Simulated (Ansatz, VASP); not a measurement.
# Two plane-wave programs on Sr

The input INCAR:

```
PREC = Accurate
ENCUT = 600
EDIFF = 1E-6
ISMEAR = -1
SIGMA = 0.1
LREAL = F
LASPH = T
NELM = 60
ALGO = Normal
ISIF = 3
LWAVE = F
LCHARG = F
GGA = PS
IBRION = 2
NSW = 80
EDIFFG = -0.01
```

Contents of KPOINTS:

```
Automatic mesh
0
Gamma
  9 9 9
```

File POSCAR:

```
Sr
1.0
    0.0000000000      3.0423500000      3.0423500000
    3.0423500000      0.0000000000      3.0423500000
    3.0423500000      3.0423500000      0.0000000000
Sr
1
Direct
    0.0000000000      0.0000000000      0.0000000000
```

Input for Ansatz:

```yaml
crystal:
  lattice:
    - [0.0, 3.04235, 3.04235]
    - [3.04235, 0.0, 3.04235]
    - [3.04235, 3.04235, 0.0]
  atoms:
    - { symbol: Sr, position: [0.0, 0.0, 0.0] }
hamiltonian:
  xc: pbesol
  pseudopotentials:
    kind: paw
    azcp:
      Sr: "pseudopotentials/Sr.paw.azcp"
basis:
  ecutwfc: 420
  fft_grid_basis: typed
kpoints:
  mp_grid: { grid: [9, 9, 9], shift: [0, 0, 0] }
magnetization:
  spin_polarized: false
scf:
  occupations: { method: fermi_dirac, width: 0.1 }
relax:
  max_steps: 60
  f_tol: 0.01
  cell: {}
```

Alike in both runs: task relaxation of cell and atoms; functional PBEsol; k mesh 9 × 9 × 9; occupations fermi-dirac, width 0.1 eV; no spin polarisation.

```csv
,VASP,Ansatz
version,VASP 6.6.1,Ansatz 0.2.0
potentials or method,"VASP PAW PBE potentials, release 64 (Sr_sv), cutoff 600 eV","plane waves (420 eV) with PAW, scalar-relativistic"
valence electrons in the cell,10,10
```

```csv
,VASP,Ansatz,Ansatz less VASP
relaxed volume (Å³/atom),52.16,52.23,+0.070
relaxed length of the cell vector where the two differ most in proportion (Å),4.194,4.196,+0.0019
```

VASP's potentials were made for PBE, not for PBEsol, and Ansatz warns of the same on its side.
